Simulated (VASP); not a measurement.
# BN in VASP: notebook

BN is run at these levels: PBEsol; tasks: single point, relaxation of cell and atoms.

All numbers are computed with VASP 6.6.1; they aren't measurements. Logs are shortened: lines on timing, memory, paths and dates and some standing lists are left out, and cuts for length are marked.

## (1) The cell of the first run

It takes space group P6_3mc (No. 186, hexagonal). Conventional cell: a = 2.541 Å, b = 2.541 Å, c = 4.203 Å, α = 90.00°, β = 90.00°, γ = 120.00°. B (site symmetry 3m) has 4 N at 1.56 to 1.57 Å within 2.1 Å. N (site symmetry 3m) has 4 B at 1.56 to 1.57 Å within 2.1 Å.

## (2) Single point, PBEsol (all B atoms moved 0.1 Å in one direction, then relaxed in part)

Contents of INCAR:

```
ALGO = Normal
EDIFF = 1E-7
ENCUT = 520
GGA = PS
ISIF = 2
ISMEAR = 0
LASPH = True
LCHARG = True
LELF = True
LREAL = False
LVHAR = True
LWAVE = False
NBANDS = 16
NELM = 80
PREC = Accurate
SIGMA = 0.05
```

Contents of KPOINTS:

```
k-points
0
Gamma
  12 12 6
```

Contents of POSCAR:

```
BN
1.0
    2.5410895443     -0.0000099512     -0.0000005598
   -1.2705533901      2.2006565770      0.0000008319
   -0.0000009260      0.0000010545      4.2033453872
B N
2 2
Direct
    0.6666666660      0.3333333931      0.9997341012
    0.3333333141      0.6666666991      0.4997343292
    0.6666658867      0.3333330872      0.6252659474
    0.3333341333      0.6666668207      0.1252656221
```

Potentials or basis: VASP PAW PBE potentials, release 64 (B, N).

On the command line:

```bash
$ cat potpaw_PBE.64/B/POTCAR potpaw_PBE.64/N/POTCAR > POTCAR
$ mpirun -np 1 vasp_std > vasp.out
```

OUTCAR:

```text
EDIFF = 1E-7
   ENCUT = 520
   GGA = PS
   ISIF = 2
   ISMEAR = 0
   LASPH = True
   LREAL = False
   NELM = 80
   PREC = Accurate

 ion  position               nearest neighbor table
   1  0.667  0.333  1.000-   4 1.56   4 1.56   4 1.56   3 1.57
   2  0.333  0.667  0.500-   3 1.56   3 1.56   3 1.56   4 1.57
   3  0.667  0.333  0.625-   2 1.56   2 1.56   2 1.56   1 1.57
   4  0.333  0.667  0.125-   1 1.56   1 1.56   1 1.56   2 1.57

  LATTYP: Found a hexagonal cell.
 ALAT       =     2.5410895443
 C/A-ratio  =     1.6541508333

  Lattice vectors:

 A1 = (   2.5410895443,  -0.0000099512,  -0.0000005598)
 A2 = (  -1.2705533901,   2.2006565770,   0.0000008319)
 A3 = (  -0.0000009260,   0.0000010545,   4.2033453872)

Analysis of symmetry for initial positions (statically):
=====================================================================
 Subroutine PRICEL returns:
 Original cell was already a primitive cell.

 Routine SETGRP: Setting up the symmetry group for a
 hexagonal supercell.

 Subroutine GETGRP returns: Found 12 space group operations
 (whereof  6 operations were pure point group operations)
 out of a pool of 24 trial point group operations.

The static configuration has the point symmetry C_3v.
 The point group associated with its full space group is C_6v.

Analysis of symmetry for dynamics (positions and initial velocities):
=====================================================================
 Subroutine PRICEL returns:
 Original cell was already a primitive cell.

 Routine SETGRP: Setting up the symmetry group for a
 hexagonal supercell.

 Subroutine GETGRP returns: Found 12 space group operations
 (whereof  6 operations were pure point group operations)
 out of a pool of 24 trial point group operations.

The dynamic configuration has the point symmetry C_3v.
 The point group associated with its full space group is C_6v.

 Subroutine INISYM returns: Found 12 space group operations
 (whereof  6 operations are pure point group operations),
 and found     1 'primitive' translations

----------------------------------------------------------------------------------------

                                     Primitive cell

  volume of cell :      23.5053

  direct lattice vectors                    reciprocal lattice vectors
     2.541089544 -0.000009951 -0.000000560     0.393532870  0.227206974  0.000000030
    -1.270553390  2.200656577  0.000000832     0.000001780  0.454410866 -0.000000114
    -0.000000926  0.000001055  4.203345387     0.000000052 -0.000000060  0.237905741

  length of vectors
     2.541089544  2.541101196  4.203345387     0.454412950  0.454410866  0.237905741

  position of ions in fractional coordinates (direct lattice)
     0.666666666  0.333333393  0.999734101
     0.333333314  0.666666699  0.499734329
     0.666665887  0.333333087  0.625265947
     0.333334133  0.666666821  0.125265622

  ion indices of the primitive-cell ions
   primitive index   ion index
                 1           1
                 2           2
                 3           3
                 4           4

----------------------------------------------------------------------------------------

 KPOINTS: k-points

Automatic generation of k-mesh.
 Grid dimensions read from file:
 generate k-points for:   12   12    6

 Generating k-lattice:

  Cartesian coordinates                     Fractional coordinates (reciprocal lattice)
     0.032794406  0.018933915  0.000000002     0.083333333 -0.000000000  0.000000000
     0.000000148  0.037867572 -0.000000009     0.000000000  0.083333333 -0.000000000
     0.000000009 -0.000000010  0.039650957    -0.000000000  0.000000000  0.166666667

  Length of vectors
     0.037867746  0.037867572  0.039650957

  Shift w.r.t. Gamma in fractional coordinates (k-lattice)
     0.000000000  0.000000000  0.000000000

 Subroutine IBZKPT returns following result:
 ===========================================

 Found     76 irreducible k-points:

 Following reciprocal coordinates:
            Coordinates               Weight
  0.000000  0.000000  0.000000      1.000000
  0.083333 -0.000000 -0.000000      6.000000
  0.166667 -0.000000 -0.000000      6.000000
  0.250000  0.000000 -0.000000      6.000000
  0.333333 -0.000000 -0.000000      6.000000
  0.416667 -0.000000  0.000000      6.000000
[... 16 lines left out ...]
  0.250000  0.000000  0.166667     12.000000
  0.333333  0.000000  0.166667     12.000000
 [... further k-points ...]
   k-points           NKPTS =     76   k-points in BZ     NKDIM =     76   number of bands    NBANDS=     16
   number of dos      NEDOS =    301   number of ions     NIONS =      4
   total plane-waves  NPLWV =  12800
   dimension x,y,z NGX =    20 NGY =   20 NGZ =   32
   dimension x,y,z NGXF=    40 NGYF=   40 NGZF=   64
   ions per type =               2   2
   NGX,Y,Z   is equivalent  to a cutoff of  13.08, 13.08, 12.66 a.u.
   NGXF,Y,Z  is equivalent  to a cutoff of  26.17, 26.17, 25.31 a.u.
 SYSTEM =  unknown system
   PREC   = accura    normal or accurate (medium, high low for compatibility)
   ISTART =      0    job   : 0-new  1-cont  2-samecut
   ICHARG =      2    charge: 1-file 2-atom 10-const
   ISPIN  =      1    spin polarized calculation?
   LNONCOLLINEAR =      F non collinear calculations
   LSORBIT =      F    spin-orbit coupling
   LASPH  =      T    aspherical Exc in radial PAW
   ENCUT  =  520.0 eV  38.22 Ry    6.18 a.u.   4.72  4.72  7.82*2*pi/ulx,y,z
   NELM   =     80;   NELMIN=  2; NELMDL= -5     # of ELM steps
   EDIFF  = 0.1E-06   stopping-criterion for ELM
   LREAL  =      F    real-space projection
   EDIFFG = 0.1E-05   stopping-criterion for IOM
   NSW    =      0    number of steps for IOM
   IBRION =     -1    ionic relax: 0-MD 1-quasi-New 2-CG
   NFREE  =      0    steps in history (QN), initial steepest desc. (CG)
   ISIF   =      2    stress and relaxation
   ISYM   =      2    0-nonsym 1-usesym 2-fastsym
   POTIM  = 0.5000    time-step for ionic-motion
   TEBEG  =    0.0;   TEEND  =   0.0 temperature during run
   PSTRESS=    0.0 pullay stress
   NELECT =      16.0000    total number of electrons
   NUPDOWN=      -1.0000    fix difference up-down
   EMIN   =  10.00;   EMAX   =-10.00  energy-range for DOS
   EFERMI =   0.00;   METHOD = LEGACY
[... 44 lines left out ...]
      2      -8.6764      2.00000
      3      -3.4767      2.00000
      4       5.4404      2.00000
      5       5.4404      2.00000
      6       7.3059      2.00000
[... 8 lines left out ...]
     15      19.4781      0.00000
     16      23.7256      0.00000

 k-point     2 :       0.0833   -0.0000   -0.0000
  band No.  band energies     occupation
      1     -12.7521      2.00000
      2      -8.5588      2.00000
      3      -3.3255      2.00000
      4       4.7402      2.00000
      5       5.1522      2.00000
      6       7.0086      2.00000
[... 8 lines left out ...]
     15      19.9235      0.00000
     16      23.4886      0.00000

 k-point     3 :       0.1667   -0.0000   -0.0000
  band No.  band energies     occupation
      1     -12.2987      2.00000
      2      -8.2217      2.00000
      3      -2.8776      2.00000
      4       3.0571      2.00000
      5       4.4776      2.00000
      6       5.5863      2.00000
[... 8 lines left out ...]
     15      21.0811      0.00000
     16      22.7960      0.00000

 k-point     4 :       0.2500    0.0000   -0.0000
  band No.  band energies     occupation
      1     -11.5612      2.00000
      2      -7.7276      2.00000
      3      -2.1538      2.00000
      4       1.0637      2.00000
      5       3.7245      2.00000
      6       3.8060      2.00000
[... 8 lines left out ...]
     15      22.5768      0.00000
     16      22.9780      0.00000

 k-point     5 :       0.3333   -0.0000   -0.0000
  band No.  band energies     occupation
      1     -10.5800      2.00000
      2      -7.2471      2.00000
      3      -1.2291      2.00000
      4      -0.6968      2.00000
      5       2.0226      2.00000
      6       3.0917      2.00000
[... 8 lines left out ...]
     15      23.4340      0.00000
     16      24.0228      0.00000

 k-point     6 :       0.4167   -0.0000    0.0000
  band No.  band energies     occupation
      1      -9.4661      2.00000
      2      -7.1548      2.00000
      3      -1.8052      2.00000
      4      -0.1909      2.00000
      5       0.5809      2.00000
      6       2.6812      2.00000
[... 8 lines left out ...]
     15      23.6691      0.00000
     16      25.0625      0.00000

 k-point     7 :       0.5000    0.0000   -0.0000
  band No.  band energies     occupation
      1      -8.7364      2.00000
      2      -7.4575      2.00000
      3      -1.9985      2.00000
      4      -0.2859      2.00000
      5       0.6001      2.00000
      6       2.5399      2.00000
[... 8 lines left out ...]
     15      23.9524      0.00000
     16      25.4391      0.00000

 k-point     8 :       0.0833    0.0833    0.0000
  band No.  band energies     occupation
      1     -12.4490      2.00000
      2      -8.3311      2.00000
      3      -3.0258      2.00000
      4       3.6944      2.00000
      5       4.4626      2.00000
      6       6.1758      2.00000
[... 8 lines left out ...]
     15      20.9131      0.00000
     16      23.0882      0.00000

 k-point     9 :       0.1667    0.0833    0.0000
  band No.  band energies     occupation
      1     -11.8529      2.00000
      2      -7.9113      2.00000
      3      -2.4384      2.00000
      4       2.0200      2.00000
      5       3.4148      2.00000
      6       4.8529      2.00000
[... 8 lines left out ...]
     15      22.1993      0.00000
     16      22.8584      0.00000
[... 172 lines left out ...]
 k-point    19 :       0.3333    0.3333   -0.0000
  band No.  band energies     occupation
      1      -7.5079      2.00000
      2      -7.5079      2.00000
      3      -1.8123      2.00000
      4       0.3369      2.00000
      5       0.3369      2.00000
      6       2.0570      2.00000
[... 8 lines left out ...]
     15      22.7549      0.00000
     16      22.7550      0.00000

 k-point    20 :       0.0000   -0.0000    0.1667
  band No.  band energies     occupation
      1     -12.7369      2.00000
      2      -9.2625      2.00000
      3      -2.5937      2.00000
      4       5.5590      2.00000
      5       5.5590      2.00000
      6       6.4005      2.00000
[... 8 lines left out ...]
     15      19.1618      0.00000
     16      23.2948      0.00000

 k-point    21 :       0.0833    0.0000    0.1667
  band No.  band energies     occupation
      1     -12.5850      2.00000
      2      -9.1358      2.00000
      3      -2.4576      2.00000
      4       4.8652      2.00000
      5       5.2758      2.00000
      6       6.2271      2.00000
[... 8 lines left out ...]
     15      19.6074      0.00000
     16      23.1741      0.00000

 k-point    22 :       0.1667   -0.0000    0.1667
  band No.  band energies     occupation
      1     -12.1339      2.00000
      2      -8.7692      2.00000
      3      -2.0628      2.00000
      4       3.2028      2.00000
      5       4.6106      2.00000
      6       5.1418      2.00000
[... 8 lines left out ...]
     15      20.7615      0.00000
     16      22.8307      0.00000

 k-point    23 :       0.2500    0.0000    0.1667
  band No.  band energies     occupation
      1     -11.4014      2.00000
      2      -8.2147      2.00000
      3      -1.4856      2.00000
      4       1.2820      2.00000
      5       3.3653      2.00000
      6       3.8649      2.00000
[... 8 lines left out ...]
     15      22.2372      0.00000
     16      23.0821      0.00000

 k-point    24 :       0.3333    0.0000    0.1667
  band No.  band energies     occupation
      1     -10.4300      2.00000
      2      -7.6166      2.00000
      3      -1.3345      2.00000
      4       0.1290      2.00000
      5       1.5648      2.00000
      6       3.2369      2.00000
[... 8 lines left out ...]
     15      23.6350      0.00000
     16      23.8924      0.00000

 [... further k-points ...]
[... 5 lines left out ...]
  --------------------------------------------------------------------------------------
  -------------------------------------------------------------------------------------
  Total        0.0872389      0.0872392      0.0805604     -0.0000007      0.0000000     -0.0000000
  in kB        5.9464072      5.9464261      5.4911812     -0.0000466      0.0000029     -0.0000025
  external PRESSURE =       5.7946715 kB  Pullay stress =       0.0000000 kB

 VOLUME and BASIS-vectors are now :
 -----------------------------------------------------------------------------
  energy-cutoff  :      520.00
  volume of cell :       23.51
      direct lattice vectors                 reciprocal lattice vectors
     2.541089544 -0.000009951 -0.000000560     0.393532870  0.227206974  0.000000030
    -1.270553390  2.200656577  0.000000832     0.000001780  0.454410866 -0.000000114
    -0.000000926  0.000001055  4.203345387     0.000000052 -0.000000060  0.237905741

 POSITION                                       TOTAL-FORCE (eV/Angst)
 -----------------------------------------------------------------------------------
      1.27054      0.73355      4.20223         0.000000     -0.000000     -0.003111
     -0.00001      1.46710      2.10056         0.000000     -0.000000     -0.003111
      1.27054      0.73355      2.62821        -0.000000      0.000000      0.003111
     -0.00000      1.46710      0.52654        -0.000000      0.000000      0.003111
 -----------------------------------------------------------------------------------
    total drift:                               -0.000116      0.000125      0.000207

  FREE ENERGIE OF THE ION-ELECTRON SYSTEM (eV)
  ---------------------------------------------------
  free  energy   TOTEN  =       -36.6257747889 eV

  energy  without entropy=      -36.6257747889  energy(sigma->0) =      -36.62577479
```

Wall time 29 s (1 thread of AMD EPYC 9R45, shared host); peak memory 0.11 GiB.

Results:

```yaml
Free_energy: -36.6258 eV
Pressure: 0.6 GPa
Largest_force: 0.003 eV/Å
Band_gap_on_the_k_mesh: 4.95 eV, indirect (least direct gap 8.22 eV)
```

Forces on the atoms (eV/Å):
```
B    0.000  0.000 -0.003
B    0.000  0.000 -0.003
N    0.000  0.000  0.003
N    0.000  0.000  0.003
```

Caveat: the cell differs from its parent crystal (all B atoms moved 0.1 Å in one direction, then relaxed in part); the PAW data sets were made with another functional, which shifts forces and pressure a little. A k mesh can miss the band edges.

## (3) Single point, PBEsol (all B atoms moved 0.1 Å in one direction)

Contents of INCAR:

```
  PREC = Accurate
  ENCUT = 520
  EDIFF = 1E-7
  ISMEAR = 0
  SIGMA = 0.05
  LREAL = False
  LASPH = True
  NELM = 60
  ALGO = Normal
  ISIF = 2
  LWAVE = False
  LCHARG = True
  GGA = PS
  LELF = True
  LVHAR = True
  NBANDS = 16
```

Contents of KPOINTS:

```
regular mesh
0
Gamma
  12 12 6
```

Contents of POSCAR:

```
BN
1.0
    2.5410113138      0.0000000000      0.0000000000
   -1.2705056569      2.2005803491      0.0000000000
    0.0000000000      0.0000000000      4.2032955032
B N
2 2
Direct
    0.6638250866      0.3472507005      1.0070344723
    0.3304917533      0.6805840338      0.5070344723
    0.6695082467      0.3194159662      0.6179655277
    0.3361749134      0.6527492995      0.1179655277
```

Potentials or basis: VASP PAW PBE potentials, release 64 (B, N).

On the command line:

```bash
$ cat potpaw_PBE.64/B/POTCAR potpaw_PBE.64/N/POTCAR > POTCAR
$ mpirun -np 1 vasp_std > vasp.out
```

Run time: 3 min. Hardware: 1 thread of AMD EPYC 9R45, shared host; peak memory 0.21 GiB.

Results (log left out):

```
Free energy            : -36.3663 eV
Pressure               : 4.4 GPa
Largest force          : 2.780 eV/Å
Band gap on the k mesh : 5.06 eV, indirect (least direct gap 7.54 eV)
```

Forces on the atoms (eV/Å):
```
B    1.671 -1.694 -1.422
B    1.169 -1.798 -1.408
N   -1.153  1.801  1.408
N   -1.686  1.691  1.422
```

Stress tensor (GPa, compression positive):
```
 4.99 -1.24 -2.33
-1.24  5.47  2.86
-2.33  2.86  2.72
```

Levels at points of the mesh, in eV from the valence-band top:
| k point | band 6 | band 7 | band 8 | band 9 | band 10 | band 11 |
| --- | --- | --- | --- | --- | --- | --- |
| (0.00, 0.00, 0.00) | -0.78 | -0.61 | 0.00 | 7.54 | 7.80 | 7.84 |
| (0.50, 0.00, 0.00) | -5.57 | -4.63 | -2.88 | 5.86 | 7.23 | 10.42 |
| (0.00, 0.50, 0.00) | -5.68 | -4.58 | -2.95 | 5.98 | 7.39 | 10.59 |
| (0.50, 0.50, 0.00) | -5.73 | -4.56 | -2.98 | 6.04 | 7.47 | 10.76 |
| (0.00, 0.00, 0.50) | -2.50 | -1.22 | -1.20 | 8.20 | 8.33 | 8.90 |
| (0.50, 0.00, 0.50) | -4.64 | -3.54 | -3.53 | 5.73 | 5.80 | 8.93 |
| (0.00, 0.50, 0.50) | -4.38 | -3.66 | -3.62 | 5.63 | 6.01 | 8.79 |
| (0.50, 0.50, 0.50) | -4.29 | -3.71 | -3.68 | 5.61 | 6.07 | 8.78 |

Caveat: the cell differs from its parent crystal (all B atoms moved 0.1 Å in one direction); the PAW data sets were made with another functional, which shifts forces and pressure a little.

## (4) Relaxation of cell and atoms, PBEsol (all B atoms moved 0.1 Å in one direction)

Contents of INCAR:

```
SYSTEM = BN
PREC = Accurate
ENCUT = 600
EDIFF = 1E-6
ISMEAR = 0
SIGMA = 0.05
LREAL = .FALSE.
LASPH = .TRUE.
NELM = 80
ALGO = Normal
ISIF = 3
LWAVE = .FALSE.
LCHARG = .FALSE.
GGA = PS
IBRION = 2
NSW = 100
EDIFFG = -0.01
```

Contents of KPOINTS:

```
Automatic mesh
0
G
  12 12 6
  0 0 0
```

POSCAR is that of step 3.

On the command line:

```bash
$ cat potpaw_PBE.64/B/POTCAR potpaw_PBE.64/N/POTCAR > POTCAR
$ mpirun -np 1 vasp_std > vasp.out
```

Run time: 13 min. Hardware: 1 thread of AMD EPYC 9R45, shared host; peak memory 0.23 GiB.

The run converged. Its results:

```yaml
Free_energy: -36.6334 eV
Relaxed_volume: 5.88 Å³/atom
Relaxed_cell: a = 2.542 Å, b = 2.542 Å, c = 4.204 Å, α = 90.00°, β = 90.00°, γ = 120.00°
Space_group_after_relaxing_to_0.05_Å: P6_3mc (No. 186)
Energy_gained_by_relaxing: 64.9 meV/atom
Ionic_steps: 9
Pressure_after_relaxing: 0.0 GPa
Largest_force_after_relaxing: 0.004 eV/Å
Band_gap_on_the_k_mesh: 4.95 eV, indirect (least direct gap 8.22 eV)
```

Forces in eV/Å, atoms in the order of the input:
```
B   -0.002  0.002 -0.002
B   -0.001  0.002 -0.002
N    0.000 -0.003  0.002
N    0.003 -0.001  0.002
```

The path:
```tsv
step	energy change (eV)	largest force (eV/Å)	pressure (GPa)	volume (Å³)
1	0.0000	2.7815	4.11	23.50
2	0.2718	3.0216	-1.44	24.02
3	-0.2529	0.3533	-2.64	23.70
4	-0.2529	0.3415	-2.57	23.69
5	-0.2547	0.3198	1.73	23.42
6	-0.2594	0.0495	-0.36	23.54
7	-0.2596	0.0474	0.33	23.50
8	-0.2597	0.0116	0.07	23.52
9	-0.2597	0.0038	0.00	23.52
```

Final structure:
```yaml
crystal:
  lattice:
    - [2.54170, -0.00004, -0.00003]
    - [-1.27089, 2.20122, 0.00005]
    - [-0.00005, 0.00006, 4.20439]
  atoms:
    - { symbol: B, position: [0.66667, 0.33332, 0.99973] }
    - { symbol: B, position: [0.33334, 0.66665, 0.49973] }
    - { symbol: N, position: [0.66669, 0.33336, 0.62527] }
    - { symbol: N, position: [0.33331, 0.66668, 0.12527] }
```

Levels at points of the mesh, in eV from the valence-band top:
```
           k point  band 5  band 6  band 7  band 8  band 9  band 10  band 11  band 12
(0.00, 0.00, 0.00)   -2.15   -0.28    0.00    0.00    8.32     8.33     8.57     9.53
(0.50, 0.00, 0.00)   -6.98   -5.04   -4.51   -2.13    6.57     7.82    10.54    11.42
(0.00, 0.50, 0.00)   -6.98   -5.04   -4.51   -2.13    6.57     7.82    10.54    11.42
(0.50, 0.50, 0.00)   -6.98   -5.04   -4.51   -2.13    6.58     7.82    10.54    11.42
(0.00, 0.00, 0.50)   -1.19   -1.19   -1.19   -1.19    9.47     9.47     9.89     9.89
(0.50, 0.00, 0.50)   -3.81   -3.81   -3.61   -3.61    6.46     6.46     9.96     9.96
(0.00, 0.50, 0.50)   -3.81   -3.81   -3.61   -3.61    6.46     6.46     9.96     9.96
(0.50, 0.50, 0.50)   -3.81   -3.81   -3.61   -3.61    6.46     6.46     9.96     9.96
```

Caveat: the cell differs from its parent crystal (all B atoms moved 0.1 Å in one direction); the PAW data sets were made with another functional, which shifts forces and pressure a little. A k mesh can miss the band edges.
